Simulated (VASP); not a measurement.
# C (Fd-3m) in VASP: single point with PBEsol

Aim: the single point of C with PBEsol.

Program: VASP 6.6.1. These are calculated values, not measurements. Logs are shortened: lines on timing, memory, paths and dates and some standing lists are left out, and cuts for length are marked.

## 1. The cell of the first run

It takes space group Fd-3m (No. 227, cubic). The conventional cell has a = 3.554 Å, b = 3.554 Å, c = 3.554 Å, α = 90.00°, β = 90.00°, γ = 90.00°. C (site symmetry -43m) has 4 C at 1.54 Å within 2.1 Å.

## 2. Single point, PBEsol

The input, INCAR:

```
SYSTEM = C
PREC     = Accurate       ! precision mode
ENCUT    = 600            ! plane-wave cutoff, eV
EDIFF    = 1E-6           ! SCF threshold, eV
ISMEAR   = 0              ! smearing method
SIGMA    = 0.02           ! smearing width, eV
LREAL    = .FALSE.        ! projectors in reciprocal space
LASPH    = .TRUE.         ! aspherical terms in the spheres
NELM     = 120            ! most SCF steps
ALGO     = Normal         ! electronic algorithm
ISIF     = 2              ! what is computed and relaxed
LWAVE    = .FALSE.        ! write WAVECAR
LCHARG   = .FALSE.        ! write CHGCAR
GGA      = PS             ! functional
NBANDS   = 11             ! bands
GGA_COMPAT= .FALSE.
```

The input, KPOINTS:

```
Automatic mesh
0
G
  8 8 8
  0 0 0
```

The input, POSCAR:

```
C
1.0
    0.0000000000      1.7768347253      1.7768347253
    1.7768347253      0.0000000000      1.7768347253
    1.7768347253      1.7768347253      0.0000000000
C
2
Direct
    0.0000000000      0.0000000000      0.0000000000
    0.2500000000      0.2500000000      0.2500000000
```

Potentials or basis: VASP PAW PBE potentials, release 64 (C).

Launch:

```bash
$ cat potpaw_PBE.64/C/POTCAR > POTCAR
$ mpirun -np 1 vasp_std > vasp.out
```

OUTCAR:

```text
SYSTEM = C
   PREC = Accurate
   ENCUT = 600
   EDIFF = 1E-6
   ISMEAR = 0
   LREAL = .FALSE.
   LASPH = .TRUE.
   NELM = 120
   ISIF = 2
   GGA = PS

 ion  position               nearest neighbor table
   1  0.000  0.000  0.000-   2 1.54   2 1.54   2 1.54   2 1.54
   2  0.250  0.250  0.250-   1 1.54   1 1.54   1 1.54   1 1.54

  LATTYP: Found a face centered cubic cell.
 ALAT       =     3.5536694506

  Lattice vectors:

 A1 = (   0.0000000000,   1.7768347253,   1.7768347253)
 A2 = (   1.7768347253,   0.0000000000,   1.7768347253)
 A3 = (   1.7768347253,   1.7768347253,   0.0000000000)

Analysis of symmetry for initial positions (statically):
=====================================================================
 Subroutine PRICEL returns:
 Original cell was already a primitive cell.

 Routine SETGRP: Setting up the symmetry group for a
 face centered cubic supercell.

 Subroutine GETGRP returns: Found 48 space group operations
 (whereof 24 operations were pure point group operations)
 out of a pool of 48 trial point group operations.

The static configuration has the point symmetry T_d .
 The point group associated with its full space group is O_h .

Analysis of symmetry for dynamics (positions and initial velocities):
=====================================================================
 Subroutine PRICEL returns:
 Original cell was already a primitive cell.

 Routine SETGRP: Setting up the symmetry group for a
 face centered cubic supercell.

 Subroutine GETGRP returns: Found 48 space group operations
 (whereof 24 operations were pure point group operations)
 out of a pool of 48 trial point group operations.

The dynamic configuration has the point symmetry T_d .
 The point group associated with its full space group is O_h .

 Subroutine INISYM returns: Found 48 space group operations
 (whereof 24 operations are pure point group operations),
 and found     1 'primitive' translations

----------------------------------------------------------------------------------------

                                     Primitive cell

  volume of cell :      11.2194

  direct lattice vectors                    reciprocal lattice vectors
     0.000000000  1.776834725  1.776834725    -0.281399273  0.281399273  0.281399273
     1.776834725  0.000000000  1.776834725     0.281399273 -0.281399273  0.281399273
     1.776834725  1.776834725  0.000000000     0.281399273  0.281399273 -0.281399273

  length of vectors
     2.512823767  2.512823767  2.512823767     0.487397838  0.487397838  0.487397838

  position of ions in fractional coordinates (direct lattice)
     0.000000000  0.000000000  0.000000000
     0.250000000  0.250000000  0.250000000

  ion indices of the primitive-cell ions
   primitive index   ion index
                 1           1
                 2           2

----------------------------------------------------------------------------------------

 KPOINTS: Automatic mesh

Automatic generation of k-mesh.
 Grid dimensions read from file:
 generate k-points for:    8    8    8

 Generating k-lattice:

  Cartesian coordinates                     Fractional coordinates (reciprocal lattice)
    -0.035174909  0.035174909  0.035174909     0.125000000  0.000000000  0.000000000
     0.035174909 -0.035174909  0.035174909     0.000000000  0.125000000  0.000000000
     0.035174909  0.035174909 -0.035174909     0.000000000  0.000000000  0.125000000

  Length of vectors
     0.060924730  0.060924730  0.060924730

  Shift w.r.t. Gamma in fractional coordinates (k-lattice)
     0.000000000  0.000000000  0.000000000

 Subroutine IBZKPT returns following result:
 ===========================================

 Found     29 irreducible k-points:

 Following reciprocal coordinates:
            Coordinates               Weight
  0.000000  0.000000  0.000000      1.000000
  0.125000  0.000000  0.000000      8.000000
  0.250000  0.000000  0.000000      8.000000
  0.375000  0.000000  0.000000      8.000000
  0.500000  0.000000  0.000000      4.000000
  0.125000  0.125000  0.000000      6.000000
[... 16 lines left out ...]
  0.500000  0.250000  0.125000     48.000000
 -0.375000  0.250000  0.125000     24.000000
 [... further k-points ...]
   k-points           NKPTS =     29   k-points in BZ     NKDIM =     29   number of bands    NBANDS=     11
   number of dos      NEDOS =    301   number of ions     NIONS =      2
   total plane-waves  NPLWV =   8000
   dimension x,y,z NGX =    20 NGY =   20 NGZ =   20
   dimension x,y,z NGXF=    40 NGYF=   40 NGZF=   40
   ions per type =               2
   NGX,Y,Z   is equivalent  to a cutoff of  13.23, 13.23, 13.23 a.u.
   NGXF,Y,Z  is equivalent  to a cutoff of  26.46, 26.46, 26.46 a.u.
 SYSTEM =  C
   PREC   = accura    normal or accurate (medium, high low for compatibility)
   ISTART =      0    job   : 0-new  1-cont  2-samecut
   ICHARG =      2    charge: 1-file 2-atom 10-const
   ISPIN  =      1    spin polarized calculation?
   LNONCOLLINEAR =      F non collinear calculations
   LSORBIT =      F    spin-orbit coupling
   LASPH  =      T    aspherical Exc in radial PAW
   ENCUT  =  600.0 eV  44.10 Ry    6.64 a.u.   5.02  5.02  5.02*2*pi/ulx,y,z
   NELM   =    120;   NELMIN=  2; NELMDL= -5     # of ELM steps
   EDIFF  = 0.1E-05   stopping-criterion for ELM
   LREAL  =      F    real-space projection
   EDIFFG = 0.1E-04   stopping-criterion for IOM
   NSW    =      0    number of steps for IOM
   IBRION =     -1    ionic relax: 0-MD 1-quasi-New 2-CG
   NFREE  =      0    steps in history (QN), initial steepest desc. (CG)
   ISIF   =      2    stress and relaxation
   ISYM   =      2    0-nonsym 1-usesym 2-fastsym
   POTIM  = 0.5000    time-step for ionic-motion
   TEBEG  =    0.0;   TEEND  =   0.0 temperature during run
   PSTRESS=    0.0 pullay stress
   NELECT =       8.0000    total number of electrons
   NUPDOWN=      -1.0000    fix difference up-down
   EMIN   =  10.00;   EMAX   =-10.00  energy-range for DOS
   EFERMI =   0.00;   METHOD = LEGACY
   ISMEAR =     0;   SIGMA  =   0.02  broadening in eV -4-tet -1-fermi 0-gaus
   EFERMI_NEDOS =   21; number of points for ismear=-14 and -15
   IALGO  =     38    algorithm
   IMIX   =      4    mixing-type and parameters
     AMIX     =   0.40;   BMIX     =  1.00
     AMIX_MAG =   1.60;   BMIX_MAG =  1.00
  volume/ion in A,a.u.               =       5.61        37.86
  Fermi-wavevector in a.u.,A,eV,Ry     =   1.462563  2.763843 29.104077  2.139089
  Thomas-Fermi vector in A             =   2.578761
   LORBIT       =      0    0 simple, 1 ext, 2 COOP (PROOUT), +10 PAW based schemes
   GGA     = PS    functional components
   LHFCALC =     F    Hartree Fock is set to
   AEXX    =    0.0000 exact exchange contribution
   IVDW    =     0    specifies the selected vdW correction
   LEPSILON=     F    determine dielectric tensor
   LRPA    =     F    only Hartree local field effects (RPA)
 non-spin polarized calculation
 Gauss-broadening in eV      SIGMA  =   0.02
  energy-cutoff  :      600.00
  volume of cell :       11.22
 maximum number of plane-waves:       388
   NGX =  9   NGY =  9   NGZ =  9

 number of electron       7.9999999 magnetization

 Free energy of the ion-electron system (eV)
  ---------------------------------------------------
  ext. energy  EPLUGINS =         0.00000000
  ---------------------------------------------------
  free energy    TOTEN  =       -19.25343229 eV

  energy without entropy =      -19.25343229  energy(sigma->0) =      -19.25343229

 E-fermi :  10.0581     XC(G=0): -13.4871

 val. band max:        9.8683994317   @ k =   0.0000   0.0000   0.0000
 cond. band min:      13.8977091595   @ k =   0.3750   0.3750   0.0000
 fundamental gap:      4.0293097278
 Fermi energy:        10.0581345605

 k-point     1 :       0.0000    0.0000    0.0000
  band No.  band energies     occupation
      1     -11.8016      2.00000
      2       9.8684      2.00000
      3       9.8684      2.00000
      4       9.8684      2.00000
      5      15.4380      0.00000
      6      15.4380      0.00000
      7      15.4380      0.00000
      8      23.4883      0.00000
      9      28.9690      0.00000
     10      36.4592      0.00000
     11      36.4592      0.00000

 k-point     2 :       0.1250    0.0000    0.0000
  band No.  band energies     occupation
      1     -11.3652      2.00000
      2       7.4178      2.00000
      3       9.2026      2.00000
      4       9.2026      2.00000
      5      16.3115      0.00000
      6      16.3115      0.00000
      7      16.7570      0.00000
      8      23.8123      0.00000
      9      29.6334      0.00000
     10      33.2667      0.00000
     11      33.2667      0.00000

 k-point     3 :       0.2500    0.0000    0.0000
  band No.  band energies     occupation
      1     -10.0683      2.00000
      2       3.1923      2.00000
      3       8.0936      2.00000
      4       8.0936      2.00000
      5      17.6598      0.00000
      6      17.6598      0.00000
      7      18.0847      0.00000
      8      24.6200      0.00000
      9      30.4305      0.00000
     10      32.1768      0.00000
     11      32.1768      0.00000
[... 267 lines left out ...]
 k-point    23 :       0.5000    0.2500    0.1250
  band No.  band energies     occupation
      1      -6.8754      2.00000
      2      -0.0867      2.00000
      3       3.5024      2.00000
      4       5.7148      2.00000
      5      17.7867      0.00000
      6      19.4944      0.00000
      7      22.3590      0.00000
      8      23.2499      0.00000
      9      29.9583      0.00000
     10      32.2320      0.00000
     11      35.9768      0.00000

 k-point    24 :      -0.3750    0.2500    0.1250
  band No.  band energies     occupation
      1      -4.8891      2.00000
      2      -2.6806      2.00000
      3       3.4793      2.00000
      4       5.0894      2.00000
      5      18.0643      0.00000
      6      19.3584      0.00000
      7      23.0627      0.00000
      8      24.7898      0.00000
      9      28.0591      0.00000
     10      33.8471      0.00000
     11      36.1791      0.00000

 [... further k-points ...]

------------------------ aborting loop because EDIFF is reached ----------------------------------------

  FORCE on cell =-STRESS in cart. coord.  units (eV):
  Direction    XX          YY          ZZ          XY          YZ          ZX
  --------------------------------------------------------------------------------------
  -------------------------------------------------------------------------------------
  Total        0.0347341      0.0347341      0.0347341     -0.0000000      0.0000000     -0.0000000
  in kB        4.9601614      4.9601614      4.9601614     -0.0000000      0.0000000     -0.0000000
  external PRESSURE =       4.9601614 kB  Pullay stress =       0.0000000 kB

 VOLUME and BASIS-vectors are now :
 -----------------------------------------------------------------------------
  energy-cutoff  :      600.00
  volume of cell :       11.22
      direct lattice vectors                 reciprocal lattice vectors
     0.000000000  1.776834725  1.776834725    -0.281399273  0.281399273  0.281399273
     1.776834725  0.000000000  1.776834725     0.281399273 -0.281399273  0.281399273
     1.776834725  1.776834725  0.000000000     0.281399273  0.281399273 -0.281399273

 POSITION                                       TOTAL-FORCE (eV/Angst)
 -----------------------------------------------------------------------------------
      0.00000      0.00000      0.00000         0.000000      0.000000      0.000000
      0.88842      0.88842      0.88842        -0.000000     -0.000000     -0.000000
 -----------------------------------------------------------------------------------
    total drift:                                0.000000      0.000000      0.000000

  FREE ENERGIE OF THE ION-ELECTRON SYSTEM (eV)
  ---------------------------------------------------
  free  energy   TOTEN  =       -19.2534322938 eV

  energy  without entropy=      -19.2534322938  energy(sigma->0) =      -19.25343229
```

Wall time 6.2 s (1 thread of Intel Xeon 8259CL, shared host); peak memory 0.11 GiB.

What came out:

| Item | Value |
| --- | --- |
| Free energy | -19.2534 eV |
| Pressure | 0.5 GPa |
| Band gap on the k mesh | 4.03 eV, indirect (least direct gap 5.57 eV) |

Caveat: the PAW data sets were made with another functional, which shifts forces and pressure a little. A k mesh can miss the band edges.
